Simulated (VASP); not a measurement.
# Li2S (Fm-3m) in VASP: single point with r2SCAN

Aim: the single point of Li2S with r2SCAN.

Program: VASP 6.6.1. These are calculated values, not measurements. Logs are shortened: lines on timing, memory, paths and dates and some standing lists are left out, and cuts for length are marked.

### Step 1. The cell of the first run

The structure is cubic, space group Fm-3m (No. 225). Conventional cell: a = 5.793 Å, b = 5.793 Å, c = 5.793 Å, α = 90.00°, β = 90.00°, γ = 90.00°. Within 3.3 Å of Li (site symmetry -43m) lie 4 S at 2.51 Å and 6 Li at 2.90 Å. Within 3.3 Å of S (site symmetry m-3m) lie 8 Li at 2.51 Å.

### Step 2. Single point, r2SCAN

Contents of POSCAR:

```
Li2S
1.0
    0.0000000000      2.8962988300      2.8962988300
    2.8962988300      0.0000000000      2.8962988300
    2.8962988300      2.8962988300      0.0000000000
Li S
2 1
Direct
    0.2500000000      0.2500000000      0.2500000000
    0.7500000000      0.7500000000      0.7500000000
    0.0000000000      0.0000000000      0.0000000000
```

Contents of INCAR.step1:

```
  PREC = Accurate
  ENCUT = 830
  ISMEAR = -1
  SIGMA = 0.1
  LREAL = False
  LASPH = True
  NELM = 120
  NBANDS = 13
  GGA = PE
  ALGO = Normal
  EDIFF = 1E-5
  LWAVE = True
  LCHARG = False
  GGA_COMPAT = False
```

Contents of INCAR.step2:

```
  PREC = Accurate
  ENCUT = 830
  EDIFF = 1E-6
  ISMEAR = -1
  SIGMA = 0.1
  LREAL = False
  LASPH = True
  NELM = 120
  ALGO = Normal
  ISIF = 2
  LWAVE = False
  LCHARG = True
  METAGGA = R2SCAN
  LMIXTAU = True
  LELF = True
  LVHAR = True
  NBANDS = 13
  ISTART = 1
  GGA_COMPAT = False
```

Contents of KPOINTS:

```
regular mesh
0
Gamma
  8 8 8
```

Potentials or basis: VASP PAW PBE potentials, release 64 (Li_sv, S).

On the command line:

```
$ cat potpaw_PBE.64/Li_sv/POTCAR potpaw_PBE.64/S/POTCAR > POTCAR
$ cp INCAR.step1 INCAR
$ mpirun -np 1 vasp_std > vasp.out
$ cp INCAR.step2 INCAR
$ mpirun -np 1 vasp_std > vasp.out
```

OUTCAR:

```text
PREC = Accurate
   ENCUT = 830
   EDIFF = 1E-6
   ISMEAR = -1
   LREAL = False
   LASPH = True
   NELM = 120
   ISIF = 2
   METAGGA = R2SCAN
   ISTART = 1

 ion  position               nearest neighbor table
   1  0.250  0.250  0.250-   3 2.51   3 2.51   3 2.51   3 2.51
   2  0.750  0.750  0.750-   3 2.51   3 2.51   3 2.51   3 2.51
   3  0.000  0.000  0.000-   1 2.51   2 2.51   2 2.51   2 2.51   2 2.51   1 2.51   1 2.51   1 2.51

  LATTYP: Found a face centered cubic cell.
 ALAT       =     5.7925976600

  Lattice vectors:

 A1 = (   0.0000000000,   2.8962988300,   2.8962988300)
 A2 = (   2.8962988300,   0.0000000000,   2.8962988300)
 A3 = (   2.8962988300,   2.8962988300,   0.0000000000)

Analysis of symmetry for initial positions (statically):
=====================================================================
 Subroutine PRICEL returns:
 Original cell was already a primitive cell.

 Routine SETGRP: Setting up the symmetry group for a
 face centered cubic supercell.

 Subroutine GETGRP returns: Found 48 space group operations
 (whereof 48 operations were pure point group operations)
 out of a pool of 48 trial point group operations.

The static configuration has the point symmetry O_h .

Analysis of symmetry for dynamics (positions and initial velocities):
=====================================================================
 Subroutine PRICEL returns:
 Original cell was already a primitive cell.

 Routine SETGRP: Setting up the symmetry group for a
 face centered cubic supercell.

 Subroutine GETGRP returns: Found 48 space group operations
 (whereof 48 operations were pure point group operations)
 out of a pool of 48 trial point group operations.

The dynamic configuration has the point symmetry O_h .

 Subroutine INISYM returns: Found 48 space group operations
 (whereof 48 operations are pure point group operations),
 and found     1 'primitive' translations

----------------------------------------------------------------------------------------

                                     Primitive cell

  volume of cell :      48.5915

  direct lattice vectors                    reciprocal lattice vectors
     0.000000000  2.896298830  2.896298830    -0.172634120  0.172634120  0.172634120
     2.896298830  0.000000000  2.896298830     0.172634120 -0.172634120  0.172634120
     2.896298830  2.896298830  0.000000000     0.172634120  0.172634120 -0.172634120

  length of vectors
     4.095985086  4.095985086  4.095985086     0.299011067  0.299011067  0.299011067

  position of ions in fractional coordinates (direct lattice)
     0.250000000  0.250000000  0.250000000
     0.750000000  0.750000000  0.750000000
     0.000000000  0.000000000  0.000000000

  ion indices of the primitive-cell ions
   primitive index   ion index
                 1           1
                 2           2
                 3           3

----------------------------------------------------------------------------------------

 KPOINTS: regular mesh

Automatic generation of k-mesh.
 Grid dimensions read from file:
 generate k-points for:    8    8    8

 Generating k-lattice:

  Cartesian coordinates                     Fractional coordinates (reciprocal lattice)
    -0.021579265  0.021579265  0.021579265     0.125000000  0.000000000  0.000000000
     0.021579265 -0.021579265  0.021579265     0.000000000  0.125000000  0.000000000
     0.021579265  0.021579265 -0.021579265     0.000000000  0.000000000  0.125000000

  Length of vectors
     0.037376383  0.037376383  0.037376383

  Shift w.r.t. Gamma in fractional coordinates (k-lattice)
     0.000000000  0.000000000  0.000000000

 Subroutine IBZKPT returns following result:
 ===========================================

 Found     29 irreducible k-points:

 Following reciprocal coordinates:
            Coordinates               Weight
  0.000000  0.000000  0.000000      1.000000
  0.125000  0.000000  0.000000      8.000000
  0.250000  0.000000  0.000000      8.000000
  0.375000  0.000000  0.000000      8.000000
  0.500000  0.000000  0.000000      4.000000
  0.125000  0.125000  0.000000      6.000000
[... 16 lines left out ...]
  0.500000  0.250000  0.125000     48.000000
 -0.375000  0.250000  0.125000     24.000000
 [... further k-points ...]
   k-points           NKPTS =     29   k-points in BZ     NKDIM =     29   number of bands    NBANDS=     13
   number of dos      NEDOS =    301   number of ions     NIONS =      3
   total plane-waves  NPLWV =  64000
   dimension x,y,z NGX =    40 NGY =   40 NGZ =   40
   dimension x,y,z NGXF=    80 NGYF=   80 NGZF=   80
   ions per type =               2   1
   NGX,Y,Z   is equivalent  to a cutoff of  16.24, 16.24, 16.24 a.u.
   NGXF,Y,Z  is equivalent  to a cutoff of  32.47, 32.47, 32.47 a.u.
 SYSTEM =  unknown system
   PREC   = accura    normal or accurate (medium, high low for compatibility)
   ISTART =      1    job   : 0-new  1-cont  2-samecut
   ICHARG =      0    charge: 1-file 2-atom 10-const
   ISPIN  =      1    spin polarized calculation?
   LNONCOLLINEAR =      F non collinear calculations
   LSORBIT =      F    spin-orbit coupling
   LASPH  =      T    aspherical Exc in radial PAW
   ENCUT  =  830.0 eV  61.00 Ry    7.81 a.u.   9.62  9.62  9.62*2*pi/ulx,y,z
   NELM   =    120;   NELMIN=  2; NELMDL=  0     # of ELM steps
   EDIFF  = 0.1E-05   stopping-criterion for ELM
   LREAL  =      F    real-space projection
   EDIFFG = 0.1E-04   stopping-criterion for IOM
   NSW    =      0    number of steps for IOM
   IBRION =     -1    ionic relax: 0-MD 1-quasi-New 2-CG
   NFREE  =      0    steps in history (QN), initial steepest desc. (CG)
   ISIF   =      2    stress and relaxation
   ISYM   =      2    0-nonsym 1-usesym 2-fastsym
   POTIM  = 0.5000    time-step for ionic-motion
   TEBEG  =    0.0;   TEEND  =   0.0 temperature during run
   PSTRESS=    0.0 pullay stress
   NELECT =      12.0000    total number of electrons
   NUPDOWN=      -1.0000    fix difference up-down
   EMIN   =  10.00;   EMAX   =-10.00  energy-range for DOS
   EFERMI =   0.00;   METHOD = LEGACY
   ISMEAR =    -1;   SIGMA  =   0.10  broadening in eV -4-tet -1-fermi 0-gaus
   EFERMI_NEDOS =   21; number of points for ismear=-14 and -15
   IALGO  =     38    algorithm
   IMIX   =      4    mixing-type and parameters
     AMIX     =   0.40;   BMIX     =  1.00
     AMIX_MAG =   1.60;   BMIX_MAG =  1.00
  volume/ion in A,a.u.               =      16.20       109.30
  Fermi-wavevector in a.u.,A,eV,Ry     =   1.027106  1.940949 14.353418  1.054946
  Thomas-Fermi vector in A             =   2.161034
   LORBIT       =      0    0 simple, 1 ext, 2 COOP (PROOUT), +10 PAW based schemes
   METAGGA = R2SCAN    functional components
   LHFCALC =     F    Hartree Fock is set to
   AEXX    =    0.0000 exact exchange contribution
   IVDW    =     0    specifies the selected vdW correction
   LEPSILON=     F    determine dielectric tensor
   LRPA    =     F    only Hartree local field effects (RPA)
 non-spin polarized calculation
  energy-cutoff  :      830.00
  volume of cell :       48.59
 maximum number of plane-waves:      2685
 NGX is ok and might be reduce to    40
   NGX = 19   NGY = 19   NGZ = 19

 number of electron      11.9999997 magnetization

 Free energy of the ion-electron system (eV)
  ---------------------------------------------------
  ext. energy  EPLUGINS =         0.00000000
  ---------------------------------------------------
  free energy    TOTEN  =       -17.36439414 eV

  energy without entropy =      -17.36439414  energy(sigma->0) =      -17.36439414

 E-fermi :   2.9200     XC(G=0):  -8.7122

 val. band max:        0.8959501339   @ k =   0.0000   0.0000   0.0000
 cond. band min:       4.7782592036   @ k =   0.5000   0.5000   0.0000
 fundamental gap:      3.8823090697
 Fermi energy:         2.9199710396

 k-point     1 :       0.0000    0.0000    0.0000
  band No.  band energies     occupation
      1     -44.8076      2.00000
      2     -44.7740      2.00000
      3     -10.4523      2.00000
      4       0.8960      2.00000
      5       0.8960      2.00000
      6       0.8960      2.00000
      7       5.6583      0.00000
      8       7.7738      0.00000
      9       7.7738      0.00000
     10       7.7738      0.00000
     11      12.5201      0.00000
     12      12.5201      0.00000
     13      14.0451      0.00000

 k-point     2 :       0.1250    0.0000    0.0000
  band No.  band energies     occupation
      1     -44.8063      2.00000
      2     -44.7752      2.00000
      3     -10.3992      2.00000
      4       0.3486      2.00000
      5       0.8156      2.00000
      6       0.8156      2.00000
      7       6.0786      0.00000
      8       8.0054      0.00000
      9       8.0054      0.00000
     10       8.1011      0.00000
     11      11.6293      0.00000
     12      11.6293      0.00000
     13      14.1629      0.00000

 k-point     3 :       0.2500    0.0000    0.0000
  band No.  band energies     occupation
      1     -44.8024      2.00000
      2     -44.7786      2.00000
      3     -10.2637      2.00000
      4      -0.6829      2.00000
      5       0.6390      2.00000
      6       0.6390      2.00000
      7       6.7858      0.00000
      8       8.3104      0.00000
      9       8.3104      0.00000
     10       8.8784      0.00000
     11      11.2917      0.00000
     12      11.2917      0.00000
     13      14.5433      0.00000

 k-point     4 :       0.3750    0.0000    0.0000
  band No.  band energies     occupation
      1     -44.7967      2.00000
      2     -44.7839      2.00000
      3     -10.1163      2.00000
      4      -1.5133      2.00000
      5       0.4823      2.00000
      6       0.4823      2.00000
      7       7.3634      0.00000
      8       8.1812      0.00000
      9       8.1812      0.00000
     10       9.5293      0.00000
     11      12.4125      0.00000
     12      12.4125      0.00000
     13      15.0848      0.00000

 k-point     5 :       0.5000    0.0000    0.0000
  band No.  band energies     occupation
      1     -44.7902      2.00000
      2     -44.7902      2.00000
      3     -10.0512      2.00000
      4      -1.8240      2.00000
      5       0.4222      2.00000
      6       0.4222      2.00000
      7       7.6063      0.00000
      8       8.0563      0.00000
      9       8.0563      0.00000
     10       9.7461      0.00000
     11      14.4194      0.00000
     12      14.5029      0.00000
     13      14.5029      0.00000
[... 257 lines left out ...]
 k-point    22 :       0.3750    0.2500    0.1250
  band No.  band energies     occupation
      1     -44.7999      2.00000
      2     -44.7808      2.00000
      3     -10.1615      2.00000
      4      -0.8034      2.00000
      5      -0.0253      2.00000
      6       0.4160      2.00000
      7       6.8140      0.00000
      8       8.5105      0.00000
      9       8.6689      0.00000
     10       9.6241      0.00000
     11      10.4809      0.00000
     12      13.6358      0.00000
     13      16.0551      0.00000

 k-point    23 :       0.5000    0.2500    0.1250
  band No.  band energies     occupation
      1     -44.7953      2.00000
      2     -44.7850      2.00000
      3     -10.0411      2.00000
      4      -1.3132      2.00000
      5      -0.2473      2.00000
      6       0.1933      2.00000
      7       7.0957      0.00000
      8       8.2630      0.00000
      9       9.5260      0.00000
     10       9.8997      0.00000
     11      11.4644      0.00000
     12      13.9510      0.00000
     13      15.2285      0.00000

 k-point    24 :      -0.3750    0.2500    0.1250
  band No.  band energies     occupation
      1     -44.7901      2.00000
      2     -44.7901      2.00000
      3      -9.9886      2.00000
      4      -1.5342      2.00000
      5      -0.2679      2.00000
      6       0.0557      2.00000
      7       7.2251      0.00000
      8       8.1375      0.00000
      9       9.8292      0.00000
     10      10.4543      0.00000
     11      11.8933      0.00000
     12      13.2230      0.00000
     13      14.8640      0.00000

 [... further k-points ...]

------------------------ aborting loop because EDIFF is reached ----------------------------------------

  FORCE on cell =-STRESS in cart. coord.  units (eV):
  Direction    XX          YY          ZZ          XY          YZ          ZX
  --------------------------------------------------------------------------------------
  -------------------------------------------------------------------------------------
  Total       -0.6850219     -0.6850219     -0.6850219     -0.0000000     -0.0000000      0.0000000
  in kB      -22.5868132    -22.5868132    -22.5868132     -0.0000000     -0.0000000      0.0000000
  external PRESSURE =     -22.5868132 kB  Pullay stress =       0.0000000 kB

 VOLUME and BASIS-vectors are now :
 -----------------------------------------------------------------------------
  energy-cutoff  :      830.00
  volume of cell :       48.59
      direct lattice vectors                 reciprocal lattice vectors
     0.000000000  2.896298830  2.896298830    -0.172634120  0.172634120  0.172634120
     2.896298830  0.000000000  2.896298830     0.172634120 -0.172634120  0.172634120
     2.896298830  2.896298830  0.000000000     0.172634120  0.172634120 -0.172634120

 POSITION                                       TOTAL-FORCE (eV/Angst)
 -----------------------------------------------------------------------------------
      1.44815      1.44815      1.44815         0.000000      0.000000     -0.000000
      4.34445      4.34445      4.34445        -0.000000     -0.000000      0.000000
      0.00000      0.00000      0.00000        -0.000000     -0.000000     -0.000000
 -----------------------------------------------------------------------------------
    total drift:                                0.000000     -0.000000      0.000000

  FREE ENERGIE OF THE ION-ELECTRON SYSTEM (eV)
  ---------------------------------------------------
  free  energy   TOTEN  =       -17.3643941450 eV

  energy  without entropy=      -17.3643941445  energy(sigma->0) =      -17.36439414
```

It took 7.9 min on 1 thread of AMD EPYC 7R43 (Zen 3), shared host; peak memory 0.21 GiB.

What came out:

```
Free energy            : -17.3644 eV
Pressure               : -2.3 GPa
Band gap on the k mesh : 3.88 eV (least direct gap 4.76 eV)
```

Levels at points of the mesh, in eV from the valence-band top:
| k point | band 2 | band 3 | band 4 | band 5 | band 6 | band 7 | band 8 | band 9 | band 10 | band 11 |
| --- | --- | --- | --- | --- | --- | --- | --- | --- | --- | --- |
| (0.00, 0.00, 0.00) | -45.67 | -11.35 | 0.00 | 0.00 | 0.00 | 4.76 | 6.88 | 6.88 | 6.88 | 11.62 |
| (0.50, 0.00, 0.00) | -45.69 | -10.95 | -2.72 | -0.47 | -0.47 | 6.71 | 7.16 | 7.16 | 8.85 | 13.52 |
| (0.50, 0.50, 0.00) | -45.68 | -10.83 | -2.05 | -1.33 | -1.33 | 3.88 | 7.74 | 11.76 | 11.76 | 12.76 |

Caveat: the PAW data sets were made with another functional, which shifts forces and pressure a little.
